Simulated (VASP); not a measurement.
## Co: single point with r2SCAN

The system is Co.

```
Co
1.0
    -1.39888    1.39888    1.39888
     1.39888   -1.39888    1.39888
     1.39888    1.39888   -1.39888
Co
1
Cartesian
  0.0000 0.0000 0.0000
```

```
Program             : VASP 6.6.1
Task                : single point
Functional          : r2SCAN
Potentials or basis : VASP PAW PBE potentials, release 64 (Co)
Cutoff              : 520 eV
k mesh              : 20 × 20 × 20
Occupations         : gaussian, width 0.05 eV
Spin                : collinear spin, ferromagnetic start
Starting moments    : [2.23] μB
```

The pressure is 0.0 GPa and the net moment is 1.91 μB per cell. The site moments are Co +1.97 μB and the valence electrons inside the program's atomic spheres are Co 8.27.

Levels at points of the mesh, in eV from the Fermi level:
Spin up:
```
           k point  band 3  band 4  band 5  band 6  band 7  band 8
(0.00, 0.00, 0.00)   -3.94   -3.94   -3.10   -3.10   25.93   25.93
(0.50, 0.00, 0.00)   -2.94   -2.94   -1.50   -0.43    6.03   18.72
(0.50, 0.50, 0.50)   -1.74   -1.74   -1.74    9.50    9.50    9.50
```
Spin down:
| k point | band 1 | band 2 | band 3 | band 4 | band 5 | band 6 | band 7 | band 8 |
| --- | --- | --- | --- | --- | --- | --- | --- | --- |
| (0.00, 0.00, 0.00) | -10.34 | -1.85 | -1.85 | -1.85 | 0.86 | 0.86 | 25.97 | 25.97 |
| (0.50, 0.00, 0.00) | -4.97 | -3.09 | -0.84 | 0.49 | 0.94 | 1.09 | 7.50 | 18.99 |
| (0.50, 0.50, 0.50) | -3.88 | -3.88 | 0.67 | 0.67 | 0.67 | 9.59 | 9.59 | 9.59 |

Run time: 8.2 min on 1 thread of AMD EPYC 7R43 64-Core Processor (Zen 3), with other jobs on the host, peak memory 0.14 GiB.

Caveat: the PAW data sets were made with another functional, which shifts forces and pressure a little.
